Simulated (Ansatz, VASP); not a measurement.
**Two plane-wave programs on SnO2**

```
Sn O
1.0
     0.00000    4.52207    4.52207
     4.52207    0.00000    4.52207
     4.52207    4.52207    0.00000
Sn O
4 8
Cartesian
  3.0356 3.3916 1.4865
  1.1305 3.3916 3.3916
  3.3916 1.1305 3.3916
  1.1305 1.1305 1.1305
  8.0588 8.0588 8.0588
  5.5074 8.0588 5.5074
  5.5074 5.5074 8.0588
  8.0588 5.5074 5.5074
  3.2463 5.7978 5.7978
  5.7978 5.7978 3.2463
  5.7978 3.2463 5.7978
  3.2463 3.2463 3.2463
```

Alike in both runs: task single point; functional PBE; k mesh 6 × 6 × 6; occupations gaussian, width 0.05 eV; no spin polarisation.

```csv
,VASP,Ansatz
version,VASP 6.6.1,Ansatz 0.2.0
potentials or method,"VASP PAW PBE potentials, release 64 (Sn_d, O), cutoff 520 eV","scalar-relativistic, plane waves, PAW"
valence electrons in the cell,104,104
```

```csv
,VASP,Ansatz,Ansatz less VASP
gap on the k mesh at the Fermi level (eV),0.61,0.65,+0.044
least direct gap on the mesh (eV),0.61,0.65,+0.044
pressure (GPa),8.6,8.1,-0.46
"traceless stress, the component that is largest in VASP (GPa)",-7.87,-7.98,-0.106
rms of the force components (eV/Å),3.498,3.493,-0.0052
```

Atom by atom the forces differ by 0.031 eV/Å (rms over components).
